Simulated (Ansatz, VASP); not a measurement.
## TaN in VASP and in Ansatz

```xyz
2
Lattice="0.0000 2.2113 2.2113 2.2113 0.0000 2.2113 2.2113 2.2113 0.0000" Properties=species:S:1:pos:R:3 pbc="T T T"
Ta    2.2113    2.2113    2.2113
N     0.0000    0.0000    0.0000
```

Alike in both runs: task relaxation of cell and atoms; functional PBE; dispersion D3(BJ); k mesh 10 × 10 × 10; occupations fermi-dirac, width 0.05 eV; no spin polarisation.

|  | VASP | Ansatz |
| --- | --- | --- |
| version | VASP 6.6.1 | Ansatz 0.2.0 |
| potentials or method | VASP PAW PBE potentials, release 64 (Ta_pv, N), cutoff 600 eV | all-electron LAPW, scalar-relativistic |

VASP gave:

| Quantity | Value |
| --- | --- |
| relaxed volume (Å³/atom) | 10.56 |
| relaxed cell length with the largest relative difference (Å) | 3.103 |

Question: What did Ansatz give for the same quantities?

Answer: Relaxed volume (Å³/atom): 10.54; relaxed cell length with the largest relative difference (Å): 3.101.

Ansatz ran all-electron here, and VASP with PAW potentials.

Neither program's run includes spin-orbit coupling.
